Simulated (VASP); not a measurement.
# Co (P6_3/mmc) in VASP: notebook

Co is run at these levels: LDA; tasks: single point.

Everything below comes from runs of VASP 6.6.1. Logs are shortened: lines on timing, memory, paths and dates and some standing lists are left out, and cuts for length are marked.

## (1) The cell of the first run

The structure is hexagonal, space group P6_3/mmc (No. 194). The conventional cell has a = 2.505 Å, b = 2.505 Å, c = 4.089 Å, α = 90.00°, β = 90.00°, γ = 120.00°. Within 3.3 Å of Co (site symmetry -6m2) lie 12 Co at 2.50 to 2.51 Å.

## (2) Single point, LDA, collinear spin, ferromagnetic start

INCAR reads:

```
SYSTEM = Co
PREC = Accurate
ENCUT = 520
EDIFF = 1E-6
ISMEAR = 0
SIGMA = 0.1
LREAL = .FALSE.
LASPH = .TRUE.
NELM = 150
ALGO = Normal
ISIF = 2
LWAVE = .FALSE.
LCHARG = .TRUE.
ISPIN = 2
MAGMOM = 3 3
LORBIT = 11
LMAXMIX = 4
GGA = CA
LELF = .TRUE.
LVHAR = .TRUE.
NBANDS = 20
```

KPOINTS reads:

```
Automatic mesh
0
G
  11 11 6
  0 0 0
```

POSCAR reads:

```
Co
1.0
    2.5053999800      0.0000000000      0.0000000000
   -1.2526999900      2.1697400300      0.0000000000
    0.0000000000      0.0000000000      4.0893000000
Co
2
Direct
    0.3333333300      0.6666666700      0.2500000000
    0.6666666700      0.3333333300      0.7500000000
```

Potentials or basis: VASP PAW LDA potentials, release 64 (Co).

The run is started by

```bash
> cat potpaw_LDA.64/Co/POTCAR > POTCAR
> mpirun -np 1 vasp_std > vasp.out
```

OUTCAR:

```text
SYSTEM = Co
   PREC = Accurate
   ENCUT = 520
   EDIFF = 1E-6
   ISMEAR = 0
   LREAL = .FALSE.
   LASPH = .TRUE.
   NELM = 150
   ISIF = 2
   ISPIN = 2
   LORBIT = 11
   GGA = CA

 ion  position               nearest neighbor table
   1  0.333  0.667  0.250-   2 2.50   2 2.50   2 2.50   2 2.50   2 2.50   2 2.50
   2  0.667  0.333  0.750-   1 2.50   1 2.50   1 2.50   1 2.50   1 2.50   1 2.50

  LATTYP: Found a hexagonal cell.
 ALAT       =     2.5053999800
 C/A-ratio  =     1.6321944730

  Lattice vectors:

 A1 = (   2.5053999800,   0.0000000000,   0.0000000000)
 A2 = (  -1.2526999900,   2.1697400300,   0.0000000000)
 A3 = (   0.0000000000,   0.0000000000,   4.0893000000)

Analysis of symmetry for initial positions (statically):
=====================================================================
 Subroutine PRICEL returns:
 Original cell was already a primitive cell.

 Routine SETGRP: Setting up the symmetry group for a
 hexagonal supercell.

 Subroutine GETGRP returns: Found 24 space group operations
 (whereof 12 operations were pure point group operations)
 out of a pool of 24 trial point group operations.

The static configuration has the point symmetry D_3d.
 The point group associated with its full space group is D_6h.

Analysis of symmetry for dynamics (positions and initial velocities):
=====================================================================
 Subroutine PRICEL returns:
 Original cell was already a primitive cell.

 Routine SETGRP: Setting up the symmetry group for a
 hexagonal supercell.

 Subroutine GETGRP returns: Found 24 space group operations
 (whereof 12 operations were pure point group operations)
 out of a pool of 24 trial point group operations.

The dynamic configuration has the point symmetry D_3d.
 The point group associated with its full space group is D_6h.

Analysis of structural, dynamic, and magnetic symmetry:
=====================================================================
 Subroutine PRICEL returns:
 Original cell was already a primitive cell.

 Routine SETGRP: Setting up the symmetry group for a
 hexagonal supercell.

 Subroutine GETGRP returns: Found 24 space group operations
 (whereof 12 operations were pure point group operations)
 out of a pool of 24 trial point group operations.

The overall configuration has the point symmetry D_3d.
 The point group associated with its full space group is D_6h.

 Subroutine INISYM returns: Found 24 space group operations
 (whereof 12 operations are pure point group operations),
 and found     1 'primitive' translations

----------------------------------------------------------------------------------------

                                     Primitive cell

  volume of cell :      22.2297

  direct lattice vectors                    reciprocal lattice vectors
     2.505399980  0.000000000  0.000000000     0.399137865  0.230442354  0.000000000
    -1.252699990  2.169740030  0.000000000     0.000000000  0.460884708  0.000000000
     0.000000000  0.000000000  4.089300000     0.000000000  0.000000000  0.244540630

  length of vectors
     2.505399980  2.505399981  4.089300000     0.460884708  0.460884708  0.244540630

  position of ions in fractional coordinates (direct lattice)
     0.333333330  0.666666670  0.250000000
     0.666666670  0.333333330  0.750000000

  ion indices of the primitive-cell ions
   primitive index   ion index
                 1           1
                 2           2

----------------------------------------------------------------------------------------

 KPOINTS: Automatic mesh

Automatic generation of k-mesh.
 Grid dimensions read from file:
 generate k-points for:   11   11    6

 Generating k-lattice:

  Cartesian coordinates                     Fractional coordinates (reciprocal lattice)
     0.036285260  0.020949305  0.000000000     0.090909091  0.000000000  0.000000000
     0.000000000  0.041898610  0.000000000     0.000000000  0.090909091  0.000000000
     0.000000000  0.000000000  0.040756772     0.000000000  0.000000000  0.166666667

  Length of vectors
     0.041898610  0.041898610  0.040756772

  Shift w.r.t. Gamma in fractional coordinates (k-lattice)
     0.000000000  0.000000000  0.000000000

 Subroutine IBZKPT returns following result:
 ===========================================

 Found     64 irreducible k-points:

 Following reciprocal coordinates:
            Coordinates               Weight
  0.000000  0.000000  0.000000      1.000000
  0.090909 -0.000000  0.000000      6.000000
  0.181818 -0.000000  0.000000      6.000000
  0.272727  0.000000  0.000000      6.000000
  0.363636 -0.000000  0.000000      6.000000
  0.454545 -0.000000  0.000000      6.000000
[... 16 lines left out ...]
  0.090909  0.090909  0.166667     12.000000
  0.181818  0.090909  0.166667     24.000000
 [... further k-points ...]
   k-points           NKPTS =     64   k-points in BZ     NKDIM =     64   number of bands    NBANDS=     20
   number of dos      NEDOS =    301   number of ions     NIONS =      2
   total plane-waves  NPLWV =  12000
   dimension x,y,z NGX =    20 NGY =   20 NGZ =   30
   dimension x,y,z NGXF=    40 NGYF=   40 NGZF=   60
   ions per type =               2
   NGX,Y,Z   is equivalent  to a cutoff of  13.27, 13.27, 12.20 a.u.
   NGXF,Y,Z  is equivalent  to a cutoff of  26.54, 26.54, 24.39 a.u.
 SYSTEM =  Co
   PREC   = accura    normal or accurate (medium, high low for compatibility)
   ISTART =      0    job   : 0-new  1-cont  2-samecut
   ICHARG =      2    charge: 1-file 2-atom 10-const
   ISPIN  =      2    spin polarized calculation?
   LNONCOLLINEAR =      F non collinear calculations
   LSORBIT =      F    spin-orbit coupling
   LASPH  =      T    aspherical Exc in radial PAW
   ENCUT  =  520.0 eV  38.22 Ry    6.18 a.u.   4.66  4.66  7.60*2*pi/ulx,y,z
   NELM   =    150;   NELMIN=  2; NELMDL= -5     # of ELM steps
   EDIFF  = 0.1E-05   stopping-criterion for ELM
   LREAL  =      F    real-space projection
   EDIFFG = 0.1E-04   stopping-criterion for IOM
   NSW    =      0    number of steps for IOM
   IBRION =     -1    ionic relax: 0-MD 1-quasi-New 2-CG
   NFREE  =      0    steps in history (QN), initial steepest desc. (CG)
   ISIF   =      2    stress and relaxation
   ISYM   =      2    0-nonsym 1-usesym 2-fastsym
   POTIM  = 0.5000    time-step for ionic-motion
   TEBEG  =    0.0;   TEEND  =   0.0 temperature during run
   PSTRESS=    0.0 pullay stress
   NELECT =      18.0000    total number of electrons
   NUPDOWN=      -1.0000    fix difference up-down
   EMIN   =  10.00;   EMAX   =-10.00  energy-range for DOS
   EFERMI =   0.00;   METHOD = LEGACY
   ISMEAR =     0;   SIGMA  =   0.10  broadening in eV -4-tet -1-fermi 0-gaus
   EFERMI_NEDOS =   21; number of points for ismear=-14 and -15
   IALGO  =     38    algorithm
   IMIX   =      4    mixing-type and parameters
     AMIX     =   0.40;   BMIX     =  1.00
     AMIX_MAG =   1.60;   BMIX_MAG =  1.00
  volume/ion in A,a.u.               =      11.11        75.01
  Fermi-wavevector in a.u.,A,eV,Ry     =   1.525882  2.883500 31.678680  2.328317
  Thomas-Fermi vector in A             =   2.633992
   LORBIT       =     11    0 simple, 1 ext, 2 COOP (PROOUT), +10 PAW based schemes
   GGA     = CA    functional components
   LHFCALC =     F    Hartree Fock is set to
   AEXX    =    0.0000 exact exchange contribution
   IVDW    =     0    specifies the selected vdW correction
   LEPSILON=     F    determine dielectric tensor
   LRPA    =     F    only Hartree local field effects (RPA)
 spin polarized calculation
 Gauss-broadening in eV      SIGMA  =   0.10
  energy-cutoff  :      520.00
  volume of cell :       22.23
 maximum number of plane-waves:       615
 NGX is ok and might be reduce to    20
   NGX =  9   NGY =  9   NGZ = 15

 number of electron      18.0000005 magnetization       3.0967108

 Free energy of the ion-electron system (eV)
  ---------------------------------------------------
  ext. energy  EPLUGINS =         0.00000000
  ---------------------------------------------------
  free energy    TOTEN  =       -16.08148006 eV

  energy without entropy =      -16.07416922  energy(sigma->0) =      -16.07782464

 E-fermi :   9.5477     XC(G=0): -13.5963

 val. band max:        9.5409203433   @ k =   0.0000   0.0000   0.1667
 cond. band min:       9.5478103458   @ k =   0.1818   0.1818   0.1667
 fundamental gap:      0.0068900025
 Fermi energy:         9.5476991083

 spin component 1

 k-point     1 :       0.0000    0.0000    0.0000
  band No.  band energies     occupation
      1       0.8049      1.00000
      2       4.6202      1.00000
      3       7.0967      1.00000
      4       7.1752      1.00000
      5       7.1752      1.00000
      6       7.4698      1.00000
[... 12 lines left out ...]
     19      35.2094      0.00000
     20      35.2094      0.00000
[... 507 lines left out ...]
 k-point    24 :       0.1818    0.0909    0.1667
  band No.  band energies     occupation
      1       2.8952      1.00000
      2       5.5292      1.00000
      3       6.1601      1.00000
      4       6.4614      1.00000
      5       7.0495      1.00000
      6       7.3307      1.00000
[... 12 lines left out ...]
     19      34.3099      0.00000
     20      35.7368      0.00000

 [... further k-points ...]

 spin component 2

 k-point     1 :       0.0000    0.0000    0.0000
  band No.  band energies     occupation
      1       0.9664      1.00000
      2       5.5055      1.00000
      3       8.5192      1.00000
      4       8.5985      1.00000
      5       8.5985      1.00000
      6       8.9352      1.00000
[... 12 lines left out ...]
     19      35.6132      0.00000
     20      35.6132      0.00000
[... 507 lines left out ...]
 k-point    24 :       0.1818    0.0909    0.1667
  band No.  band energies     occupation
      1       3.0945      1.00000
      2       6.4475      1.00000
      3       7.2044      1.00000
      4       7.7247      1.00000
      5       8.4417      1.00000
      6       8.7070      1.00000
[... 12 lines left out ...]
     19      34.6793      0.00000
     20      36.0204      0.00000

 [... further k-points ...]
[... 5 lines left out ...]
  --------------------------------------------------------------------------------------
  -------------------------------------------------------------------------------------
  Total       -3.0697543     -3.0697543     -3.5123827     -0.0000000      0.0000000      0.0000000
  in kB     -221.2485598   -221.2485599   -253.1504269     -0.0000000      0.0000000      0.0000000
  external PRESSURE =    -231.8825155 kB  Pullay stress =       0.0000000 kB

 VOLUME and BASIS-vectors are now :
 -----------------------------------------------------------------------------
  energy-cutoff  :      520.00
  volume of cell :       22.23
      direct lattice vectors                 reciprocal lattice vectors
     2.505399980  0.000000000  0.000000000     0.399137865  0.230442354  0.000000000
    -1.252699990  2.169740030  0.000000000     0.000000000  0.460884708  0.000000000
     0.000000000  0.000000000  4.089300000     0.000000000  0.000000000  0.244540630

 POSITION                                       TOTAL-FORCE (eV/Angst)
 -----------------------------------------------------------------------------------
     -0.00000      1.44649      1.02232        -0.000000     -0.000000      0.000000
      1.25270      0.72325      3.06697         0.000000      0.000000      0.000000
 -----------------------------------------------------------------------------------
    total drift:                               -0.000000      0.000000     -0.000000

  FREE ENERGIE OF THE ION-ELECTRON SYSTEM (eV)
  ---------------------------------------------------
  free  energy   TOTEN  =       -16.0814800569 eV

  energy  without entropy=      -16.0741692200  energy(sigma->0) =      -16.07782464

 total charge

# of ion       s       p       d       tot
------------------------------------------
    1        0.478   0.493   7.266   8.237
    2        0.478   0.493   7.266   8.237
--------------------------------------------------
tot          0.955   0.987  14.533  16.475

 magnetization (x)

# of ion       s       p       d       tot
------------------------------------------
    1       -0.014  -0.041   1.613   1.558
    2       -0.014  -0.041   1.613   1.558
--------------------------------------------------
tot         -0.028  -0.083   3.226   3.115
```

Wall time 24 s (1 thread of Intel Xeon 6975P-C (Granite Rapids), shared host); peak memory 0.15 GiB.

What came out:

- Free energy: -16.0815 eV
- Pressure: -23.2 GPa
- Net moment: 3.10 μB per cell
- Site moments: Co +1.56 μB
- Valence electrons inside the program's atomic spheres: Co 8.24

Stress tensor (GPa, compression positive):
```
-22.12   0.00   0.00
  0.00 -22.12   0.00
  0.00   0.00 -25.32
```

Levels at points of the mesh, in eV from the Fermi level:
Spin up:
| k point | band 7 | band 8 | band 9 | band 10 | band 11 | band 12 | band 13 | band 14 | band 15 | band 16 |
| --- | --- | --- | --- | --- | --- | --- | --- | --- | --- | --- |
| (0.00, 0.00, 0.00) | -2.08 | -1.69 | -1.69 | -0.65 | -0.65 | -0.13 | 6.11 | 21.92 | 24.23 | 24.23 |
| (0.00, 0.00, 0.50) | -2.43 | -2.43 | -0.95 | -0.95 | -0.95 | -0.95 | 14.55 | 14.55 | 22.60 | 22.60 |
Spin down:
```
           k point  band 3  band 4  band 5  band 6  band 7  band 8  band 9  band 10  band 11  band 12
(0.00, 0.00, 0.00)   -1.03   -0.95   -0.95   -0.61   -0.61   -0.17   -0.17     0.00     0.97     0.97
(0.00, 0.00, 0.50)   -1.51   -1.51   -1.00   -1.00   -1.00   -1.00    0.64     0.64     0.64     0.64
```

Caveat: the cell stands under tension.

## (3) Single point, LDA, collinear spin

INCAR reads:

```
PREC = Accurate
ENCUT = 520
EDIFF = 1E-6
ISMEAR = 0
SIGMA = 0.1
LREAL = F
LASPH = T
NELM = 150
ALGO = Normal
ISIF = 2
LWAVE = F
LCHARG = F
ISPIN = 2
MAGMOM = 0.09 0.09
LORBIT = 11
LMAXMIX = 4
NBANDS = 20
```

KPOINTS reads:

```
regular mesh
0
Gamma
  11 11 6
```

POSCAR is that of step 2.

Potentials or basis: VASP PAW LDA potentials, release 64 (Co).

The run is started by

```bash
> cat potpaw_LDA.64/Co/POTCAR > POTCAR
> mpirun -np 1 vasp_std > vasp.out
```

Wall time 25 s (1 thread of Intel Xeon 6975P-C (Granite Rapids), shared host); peak memory 0.16 GiB.

Results (log left out):

- Free energy: -15.7279 eV
- Pressure: -32.3 GPa
- Band gap on the k mesh: zero (filled and empty bands overlap)
- Net moment: -0.01 μB per cell
- Valence electrons inside the program's atomic spheres: Co 8.23

Stress tensor (GPa, compression positive):
```
-31.31   0.00   0.00
  0.00 -31.31   0.00
  0.00   0.00 -34.40
```

Levels at points of the mesh, in eV from the Fermi level:
Spin up:
| k point | band 5 | band 6 | band 7 | band 8 | band 9 | band 10 | band 11 | band 12 | band 13 | band 14 |
| --- | --- | --- | --- | --- | --- | --- | --- | --- | --- | --- |
| (0.00, 0.00, 0.00) | -1.70 | -1.39 | -1.39 | -0.99 | -0.99 | -0.04 | 0.10 | 0.10 | 6.55 | 21.97 |
| (0.00, 0.00, 0.50) | -1.76 | -1.76 | -1.76 | -1.76 | -0.22 | -0.22 | -0.22 | -0.22 | 14.80 | 14.80 |
Spin down:
```csv
k point,band 7,band 8,band 9,band 10,band 11,band 12
"(0.00, 0.00, 0.00)",-1.40,-0.99,-0.99,-0.04,0.09,0.09
"(0.00, 0.00, 0.50)",-1.76,-1.76,-0.22,-0.22,-0.22,-0.22
```

Caveat: the cell stands under tension.
